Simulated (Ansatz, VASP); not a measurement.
## Bi: VASP beside Ansatz

Contents of INCAR:

```
  PREC = Accurate
  ENCUT = 520
  EDIFF = 1E-6
  ISMEAR = 0
  SIGMA = 0.017
  LREAL = False
  LASPH = True
  NELM = 60
  ALGO = Normal
  ISIF = 2
  LWAVE = False
  LCHARG = False
  GGA = PE
  NBANDS = 14
```

Contents of KPOINTS:

```
regular mesh
0
Gamma
  9 9 9
```

POSCAR

```
Bi
1.0
   -1.9814305318      1.9814305318      1.9814305318
    1.9814305318     -1.9814305318      1.9814305318
    1.9814305318      1.9814305318     -1.9814305318
Bi
1
Direct
    0.0000000000      0.0000000000      0.0000000000
```

File input.yaml:

```yaml
crystal:
  lattice:
    - [-1.9814305318, 1.9814305318, 1.9814305318]
    - [1.9814305318, -1.9814305318, 1.9814305318]
    - [1.9814305318, 1.9814305318, -1.9814305318]
  atoms:
    - { symbol: Bi, position: [0.0, 0.0, 0.0] }
kpoints:
  mp_grid: { grid: [9, 9, 9] }
scf:
  occupations: { method: gaussian, width: 0.017 }
hamiltonian:
  xc: pbe
  pseudopotentials: { kind: all_electron, lapw: { basis_error: 0.001 } }
output:
  forces: true
  stress: true
  eigenvalues: true
```

Alike in both runs: task single point; functional PBE; k mesh 9 × 9 × 9; occupations gaussian, width 0.017 eV; no spin polarisation.

|  | VASP | Ansatz |
| --- | --- | --- |
| version | VASP 6.6.1 | Ansatz 0.2.0 |
| potentials or method | VASP PAW PBE potentials, release 64 (Bi_d), cutoff 520 eV | all-electron LAPW, scalar-relativistic |

VASP gave:

```
gap on the k mesh at the Fermi level (eV) : none
pressure (GPa)                            : 0.8
```

**Question.** Which values does Ansatz return?

**Answer.** gap on the k mesh at the Fermi level (eV): none; pressure (GPa): 0.9.

A gap of «none» marks a metal or a gap that the smearing closes. Ansatz ran all-electron here, and VASP with PAW potentials.

Spin-orbit coupling is off throughout.
